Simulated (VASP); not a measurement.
# SnTe (rocksalt type) (Fm-3m) in VASP: further runs

SnTe (rocksalt type) is run at these levels: PBE; tasks: relaxation of cell and atoms.

Program: VASP 6.6.1. These are calculated values, not measurements. Logs are shortened: lines on timing, memory, paths and dates and some standing lists are left out, and cuts for length are marked.

### 1 The cell of the first run

It takes space group Fm-3m (No. 225, cubic). The conventional cell has a = 5.685 Å, b = 5.685 Å, c = 5.685 Å, α = 90.00°, β = 90.00°, γ = 90.00°. Sn (site symmetry m-3m) has 6 Te at 2.84 Å within 3.7 Å. Te (site symmetry m-3m) has 6 Sn at 2.84 Å within 3.7 Å.

### 2 Relaxation of cell and atoms, PBE, target pressure 32 GPa, at which the enthalpy is minimised

File INCAR:

```
SYSTEM = SnTe
PREC     = Accurate       ! precision mode
ENCUT    = 600            ! plane-wave cutoff, eV
EDIFF    = 1E-6           ! SCF threshold, eV
ISMEAR   = -1             ! smearing method
SIGMA    = 0.05           ! smearing width, eV
LREAL    = .False.        ! projectors in reciprocal space
LASPH    = .True.         ! aspherical terms in the spheres
NELM     = 100            ! most SCF steps
ALGO     = Normal         ! electronic algorithm
ISIF     = 3              ! what is computed and relaxed
LWAVE    = .False.        ! write WAVECAR
LCHARG   = .False.        ! write CHGCAR
GGA      = PE             ! functional
IBRION   = 2              ! ionic algorithm
NSW      = 32             ! ionic steps
EDIFFG   = -0.005         ! ionic threshold
PSTRESS  = 320.0
```

File KPOINTS:

```
regular mesh
0
Gamma
  13 13 13
  0 0 0
```

File POSCAR:

```
SnTe
1.0
    0.0000000000      2.8425374087      2.8425374087
    2.8425374087      0.0000000000      2.8425374087
    2.8425374087      2.8425374087      0.0000000000
Sn Te
1 1
Direct
    0.0000000000      0.0000000000      0.0000000000
    0.5000000000      0.5000000000      0.5000000000
```

Potentials or basis: VASP PAW PBE potentials, release 64 (Sn_d, Te).

Launch:

```console
cat potpaw_PBE.64/Sn_d/POTCAR potpaw_PBE.64/Te/POTCAR > POTCAR
mpirun -np 1 vasp_std > vasp.out
```

OUTCAR:

```text
SYSTEM = SnTe
   PREC = Accurate
   ENCUT = 600
   EDIFF = 1E-6
   ISMEAR = -1
   LREAL = .False.
   LASPH = .True.
   NELM = 100
   ISIF = 3
   GGA = PE
   IBRION = 2
   NSW = 32
   EDIFFG = -0.005
   PSTRESS = 320.0

 ion  position               nearest neighbor table
   1  0.000  0.000  0.000-   2 2.84   2 2.84   2 2.84   2 2.84   2 2.84   2 2.84
   2  0.500  0.500  0.500-   1 2.84   1 2.84   1 2.84   1 2.84   1 2.84   1 2.84

  LATTYP: Found a face centered cubic cell.
 ALAT       =     5.6850748174

  Lattice vectors:

 A1 = (   0.0000000000,   2.8425374087,   2.8425374087)
 A2 = (   2.8425374087,   0.0000000000,   2.8425374087)
 A3 = (   2.8425374087,   2.8425374087,   0.0000000000)

Analysis of symmetry for initial positions (statically):
=====================================================================
 Subroutine PRICEL returns:
 Original cell was already a primitive cell.

 Routine SETGRP: Setting up the symmetry group for a
 face centered cubic supercell.

 Subroutine GETGRP returns: Found 48 space group operations
 (whereof 48 operations were pure point group operations)
 out of a pool of 48 trial point group operations.

The static configuration has the point symmetry O_h .

Analysis of symmetry for dynamics (positions and initial velocities):
=====================================================================
 Subroutine PRICEL returns:
 Original cell was already a primitive cell.

 Routine SETGRP: Setting up the symmetry group for a
 face centered cubic supercell.

 Subroutine GETGRP returns: Found 48 space group operations
 (whereof 48 operations were pure point group operations)
 out of a pool of 48 trial point group operations.

The dynamic configuration has the point symmetry O_h .

 Subroutine INISYM returns: Found 48 space group operations
 (whereof 48 operations are pure point group operations),
 and found     1 'primitive' translations

----------------------------------------------------------------------------------------

                                     Primitive cell

  volume of cell :      45.9355

  direct lattice vectors                    reciprocal lattice vectors
     0.000000000  2.842537409  2.842537409    -0.175899180  0.175899180  0.175899180
     2.842537409  0.000000000  2.842537409     0.175899180 -0.175899180  0.175899180
     2.842537409  2.842537409  0.000000000     0.175899180  0.175899180 -0.175899180

  length of vectors
     4.019954955  4.019954955  4.019954955     0.304666317  0.304666317  0.304666317

  position of ions in fractional coordinates (direct lattice)
     0.000000000  0.000000000  0.000000000
     0.500000000  0.500000000  0.500000000

  ion indices of the primitive-cell ions
   primitive index   ion index
                 1           1
                 2           2

----------------------------------------------------------------------------------------

 KPOINTS: regular mesh

Automatic generation of k-mesh.
 Grid dimensions read from file:
 generate k-points for:   13   13   13

 Generating k-lattice:

  Cartesian coordinates                     Fractional coordinates (reciprocal lattice)
    -0.013530706  0.013530706  0.013530706     0.076923077  0.000000000  0.000000000
     0.013530706 -0.013530706  0.013530706     0.000000000  0.076923077  0.000000000
     0.013530706  0.013530706 -0.013530706     0.000000000  0.000000000  0.076923077

  Length of vectors
     0.023435871  0.023435871  0.023435871

  Shift w.r.t. Gamma in fractional coordinates (k-lattice)
     0.000000000  0.000000000  0.000000000

 Subroutine IBZKPT returns following result:
 ===========================================

 Found     84 irreducible k-points:

 Following reciprocal coordinates:
            Coordinates               Weight
  0.000000  0.000000  0.000000      1.000000
  0.076923  0.000000  0.000000      8.000000
  0.153846  0.000000  0.000000      8.000000
  0.230769  0.000000  0.000000      8.000000
  0.307692  0.000000  0.000000      8.000000
  0.384615  0.000000  0.000000      8.000000
[... 16 lines left out ...]
  0.384615  0.153846  0.000000     24.000000
  0.461538  0.153846  0.000000     24.000000
 [... further k-points ...]
   k-points           NKPTS =     84   k-points in BZ     NKDIM =     84   number of bands    NBANDS=     14
   number of dos      NEDOS =    301   number of ions     NIONS =      2
   total plane-waves  NPLWV =  32768
   dimension x,y,z NGX =    32 NGY =   32 NGZ =   32
   dimension x,y,z NGXF=    64 NGYF=   64 NGZF=   64
   ions per type =               1   1
   NGX,Y,Z   is equivalent  to a cutoff of  13.23, 13.23, 13.23 a.u.
   NGXF,Y,Z  is equivalent  to a cutoff of  26.47, 26.47, 26.47 a.u.
 SYSTEM =  SnTe
   PREC   = accura    normal or accurate (medium, high low for compatibility)
   ISTART =      0    job   : 0-new  1-cont  2-samecut
   ICHARG =      2    charge: 1-file 2-atom 10-const
   ISPIN  =      1    spin polarized calculation?
   LNONCOLLINEAR =      F non collinear calculations
   LSORBIT =      F    spin-orbit coupling
   LASPH  =      T    aspherical Exc in radial PAW
   ENCUT  =  600.0 eV  44.10 Ry    6.64 a.u.   8.03  8.03  8.03*2*pi/ulx,y,z
   NELM   =    100;   NELMIN=  2; NELMDL= -5     # of ELM steps
   EDIFF  = 0.1E-05   stopping-criterion for ELM
   LREAL  =      F    real-space projection
   EDIFFG = -.5E-02   stopping-criterion for IOM
   NSW    =     32    number of steps for IOM
   IBRION =      2    ionic relax: 0-MD 1-quasi-New 2-CG
   NFREE  =      1    steps in history (QN), initial steepest desc. (CG)
   ISIF   =      3    stress and relaxation
   ISYM   =      2    0-nonsym 1-usesym 2-fastsym
   POTIM  = 0.5000    time-step for ionic-motion
   TEBEG  =    0.0;   TEEND  =   0.0 temperature during run
   PSTRESS=  320.0 pullay stress
   NELECT =      20.0000    total number of electrons
   NUPDOWN=      -1.0000    fix difference up-down
   EMIN   =  10.00;   EMAX   =-10.00  energy-range for DOS
   EFERMI =   0.00;   METHOD = LEGACY
   ISMEAR =    -1;   SIGMA  =   0.05  broadening in eV -4-tet -1-fermi 0-gaus
   EFERMI_NEDOS =   21; number of points for ismear=-14 and -15
   IALGO  =     38    algorithm
   IMIX   =      4    mixing-type and parameters
     AMIX     =   0.40;   BMIX     =  1.00
     AMIX_MAG =   1.60;   BMIX_MAG =  1.00
  volume/ion in A,a.u.               =      22.97       154.99
  Fermi-wavevector in a.u.,A,eV,Ry     =   1.240801  2.344773 20.947339  1.539586
  Thomas-Fermi vector in A             =   2.375226
   LORBIT       =      0    0 simple, 1 ext, 2 COOP (PROOUT), +10 PAW based schemes
   GGA     = PE    functional components
   LHFCALC =     F    Hartree Fock is set to
   AEXX    =    0.0000 exact exchange contribution
   IVDW    =     0    specifies the selected vdW correction
   LEPSILON=     F    determine dielectric tensor
   LRPA    =     F    only Hartree local field effects (RPA)
 conjugate gradient relaxation of ions
 non-spin polarized calculation
  energy-cutoff  :      600.00
  volume of cell :       45.94
 maximum number of plane-waves:      1550
   NGX = 17   NGY = 17   NGZ = 17

--------------------------------------- Ionic step        1  -------------------------------------------

 number of electron      20.0000004 magnetization

 Free energy of the ion-electron system (eV)
  ---------------------------------------------------
  ext. energy  EPLUGINS =         0.00000000
  ---------------------------------------------------
  free energy    TOTEN  =        -6.12193433 eV

  energy without entropy =       -6.11745092  energy(sigma->0) =       -6.11969263

------------------------ aborting loop because EDIFF is reached ----------------------------------------

  FORCE on cell =-STRESS in cart. coord.  units (eV):
  Direction    XX          YY          ZZ          XY          YZ          ZX
  --------------------------------------------------------------------------------------
  -------------------------------------------------------------------------------------
  Total        9.1933360      9.1933360      9.1933360      0.0000000      0.0000000     -0.0000000
  in kB      320.6528847    320.6528847    320.6528847      0.0000000      0.0000000     -0.0000000
  external PRESSURE =       0.6528847 kB  Pullay stress =     320.0000000 kB
[... 137 lines left out ...]
  enthalpy is  TOTEN    =         3.0526818016 eV   P V=        9.1797073478

--------------------------------------- Ionic step        5  -------------------------------------------

 number of electron      20.0000004 magnetization

 Free energy of the ion-electron system (eV)
  ---------------------------------------------------
  ext. energy  EPLUGINS =         0.00000000
  ---------------------------------------------------
  free energy    TOTEN  =        -6.12594342 eV

  energy without entropy =       -6.12146077  energy(sigma->0) =       -6.12370209

 E-fermi :  11.4507     XC(G=0): -10.9480

 val. band max:       11.3820562113   @ k =  -0.3846   0.0769   0.0000
 cond. band min:      11.4587388601   @ k =  -0.4615   0.1538   0.0769
 fundamental gap:      0.0766826488
 Fermi energy:        11.4506722634

 k-point     1 :       0.0000    0.0000    0.0000
  band No.  band energies     occupation
      1     -10.8373      2.00000
      2     -10.8373      2.00000
      3     -10.8051      2.00000
      4     -10.8051      2.00000
      5     -10.8051      2.00000
      6      -4.1169      2.00000
      7       8.3956      2.00000
      8       8.3956      2.00000
      9       8.3956      2.00000
     10       8.4220      2.00000
     11      15.4165      0.00000
     12      15.4165      0.00000
     13      15.4165      0.00000
     14      15.5757      0.00000
[... 375 lines left out ...]
 k-point    24 :       0.4615    0.1538    0.0000
  band No.  band energies     occupation
      1     -10.8767      2.00000
      2     -10.8506      2.00000
      3     -10.8030      2.00000
      4     -10.7849      2.00000
      5     -10.7780      2.00000
      6      -2.0091      2.00000
      7       1.7972      2.00000
      8       7.1939      2.00000
      9       7.6186      2.00000
     10       9.3508      2.00000
     11      13.1730      0.00000
     12      13.2526      0.00000
     13      14.9471      0.00000
     14      16.3280      0.00000

 [... further k-points ...]

------------------------ aborting loop because EDIFF is reached ----------------------------------------

  FORCE on cell =-STRESS in cart. coord.  units (eV):
  Direction    XX          YY          ZZ          XY          YZ          ZX
  --------------------------------------------------------------------------------------
  -------------------------------------------------------------------------------------
  Total        9.1782665      9.1782665      9.1782665     -0.0000000     -0.0000000      0.0000000
  in kB      319.9875139    319.9875139    319.9875139     -0.0000000     -0.0000000      0.0000000
  external PRESSURE =      -0.0124861 kB  Pullay stress =     320.0000000 kB
[... 17 lines left out ...]
  FREE ENERGIE OF THE ION-ELECTRON SYSTEM (eV)
  ---------------------------------------------------
  free  energy   TOTEN  =        -6.1259434229 eV

  energy  without entropy=       -6.1214607655  energy(sigma->0) =       -6.12370209

  enthalpy is  TOTEN    =         3.0526812417 eV   P V=        9.1786246646

 reached required accuracy - stopping structural energy minimisation
```

It took 43 s on 1 thread of Intel Xeon 6975P-C (Granite Rapids), shared host; peak memory 0.24 GiB.

What came out:

* Free energy: -6.1259 eV
* Relaxed volume: 22.98 Å³/atom
* Relaxed cell: a = 4.021 Å, b = 4.021 Å, c = 4.021 Å, α = 60.00°, β = 60.00°, γ = 60.00°
* Space group after relaxing (to 0.05 Å): Fm-3m (No. 225)
* Energy change on relaxing (the enthalpy is what falls): -2.0 meV/atom
* Ionic steps: 5
* Pressure after relaxing: 32.0 GPa

Step by step:
```tsv
step	energy change (eV)	largest force (eV/Å)	pressure (GPa)	volume (Å³)
1	0.0000	0.0000	32.07	45.94
2	-0.0124	0.0000	31.84	46.00
3	-0.0028	0.0000	32.05	45.95
4	-0.0051	0.0000	31.96	45.96
5	-0.0040	0.0000	32.00	45.96
```

Final structure:
```
CELL_PARAMETERS angstrom
0.00000 2.84295 2.84295
2.84295 0.00000 2.84295
2.84295 2.84295 0.00000
ATOMIC_POSITIONS crystal
Sn 0.00000 0.00000 0.00000
Te 0.50000 0.50000 0.50000
```

Caveat: this odd mesh misses L, where the gap lies, so gap, dielectric constants and Born charges aren't listed; the cell is relaxed towards a set pressure, so the enthalpy falls and the energy may rise; spin-orbit coupling is left out, which moves the levels of the heavy elements.

### 3 Relaxation of cell and atoms, PBE, target pressure 32 GPa, at which the enthalpy is minimised

This run uses another cell than the first one, of 23.03 Å³/atom, 1.003 times its volume.

INCAR, as its differences from that of step 2:

```diff
@@ -8,3 +8,3 @@
 LASPH    = .True.         ! aspherical terms in the spheres
-NELM     = 100            ! most SCF steps
+NELM     = 80             ! most SCF steps
 ALGO     = Normal         ! electronic algorithm
@@ -15,3 +15,3 @@
 IBRION   = 2              ! ionic algorithm
-NSW      = 32             ! ionic steps
+NSW      = 60             ! ionic steps
 EDIFFG   = -0.005         ! ionic threshold
```

File KPOINTS:

```
Automatic mesh
0
Gamma
  13 13 13
  0 0 0
```

File POSCAR:

```
SnTe
1.0
    0.0000000000      2.8451534482      2.8451534482
    2.8451534482      0.0000000000      2.8451534482
    2.8451534482      2.8451534482      0.0000000000
Sn Te
1 1
Direct
    0.0000000000      0.0000000000      0.0000000000
    0.5000000000      0.5000000000      0.5000000000
```

Potentials or basis: VASP PAW PBE potentials, release 64 (Sn_d, Te).

Launch:

```console
cat potpaw_PBE.64/Sn_d/POTCAR potpaw_PBE.64/Te/POTCAR > POTCAR
mpirun -np 1 vasp_std > vasp.out
```

Wall time 42 s (1 thread of Intel Xeon 6975P-C (Granite Rapids), shared host); peak memory 0.23 GiB.

Results (log left out):

| Item | Value |
| --- | --- |
| Free energy | -6.1248 eV |
| Relaxed volume | 22.97 Å³/atom |
| Relaxed cell | a = 4.020 Å, b = 4.020 Å, c = 4.020 Å, α = 60.00°, β = 60.00°, γ = 60.00° |
| Space group after relaxing (to 0.05 Å) | Fm-3m (No. 225) |
| Energy change on relaxing (the enthalpy is what falls) | +11.2 meV/atom |
| Ionic steps | 3 |
| Pressure after relaxing | 32.0 GPa |

The path:
```csv
step,energy change (eV),largest force (eV/Å),pressure (GPa),volume (Å³)
1,0.0000,0.0000,31.62,46.06
2,0.0740,0.0000,32.92,45.70
3,0.0224,0.0000,32.01,45.95
```

Final structure:
```xyz
2
Lattice="0.0000 2.8428 2.8428 2.8428 0.0000 2.8428 2.8428 2.8428 0.0000" Properties=species:S:1:pos:R:3 pbc="T T T"
Sn    0.0000    0.0000    0.0000
Te    2.8428    2.8428    2.8428
```

Levels at points of the mesh, in eV from the Fermi level:
| k point | band 7 | band 8 | band 9 | band 10 | band 11 | band 12 | band 13 | band 14 |
| --- | --- | --- | --- | --- | --- | --- | --- | --- |
| (0.00, 0.00, 0.00) | -3.06 | -3.06 | -3.06 | -3.03 | 3.97 | 3.97 | 3.97 | 4.12 |

Caveat: this odd mesh misses L, where the gap lies, so gap, dielectric constants and Born charges aren't listed; the cell is relaxed towards a set pressure, so the enthalpy falls and the energy may rise; spin-orbit coupling is left out, which moves the levels of the heavy elements.
